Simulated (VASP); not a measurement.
B4As3N, 8 atoms in the cell. It takes space group Cm (No. 8, monoclinic). Conventional cell: a = 10.526 Å, b = 3.223 Å, c = 5.556 Å, α = 90.00°, β = 99.95°, γ = 90.00°. Within 2.1 Å of N (site symmetry m) lie 4 B at 1.59 to 1.87 Å. Within 2.7 Å of As (site symmetry m) lie 4 B at 2.03 to 2.18 Å. Within 2.6 Å of As (site symmetry m) lie 4 B at 1.98 to 2.09 Å. As (site symmetry m) has 4 B at 1.99 to 2.05 Å within 2.6 Å. Within 2.5 Å of B (site symmetry m) lie 2 N at 1.87 Å and 2 As at 2.05 to 2.18 Å. Within 2.2 Å of B (site symmetry m) lie 1 N at 1.62 Å and 3 As at 2.08 to 2.09 Å. Within 2.1 Å of B (site symmetry m) lie 1 N at 1.59 Å and 3 As at 2.03 to 2.04 Å. B (site symmetry m) has 4 As at 1.98 to 2.03 Å within 2.6 Å. 

* Program: VASP 6.6.1
* Task: single point
* Functional: r2SCAN
* Potentials or basis: VASP PAW PBE potentials, release 64 (N, As, B)
* Cutoff: 520 eV
* k mesh: 8 × 8 × 6
* Occupations: fermi-dirac, width 0.02 eV
* Spin: no spin polarisation
* Dipole correction: no
* Further INCAR settings: ALGO = Normal; EDIFF = 1e-06; NBANDS = 26

Potentials or basis: VASP PAW PBE potentials, release 64 (N, As, B).

Launch:

```console
$ cat potpaw_PBE.64/N/POTCAR potpaw_PBE.64/As/POTCAR potpaw_PBE.64/B/POTCAR > POTCAR
$ cp INCAR.step1 INCAR
$ mpirun -np 1 vasp_std > vasp.out
$ cp INCAR.step2 INCAR
$ mpirun -np 1 vasp_std > vasp.out
```

Hardware: 1 thread of Intel(R) Xeon(R) Platinum 8488C (Sapphire Rapids) (shared host).

**Question.** How long does it take, and how much memory?

**Answer.** Run time: 15 min on 1 thread of Intel(R) Xeon(R) Platinum 8488C (Sapphire Rapids), on a shared host, peak memory 0.44 GiB. Counts: k points 114.
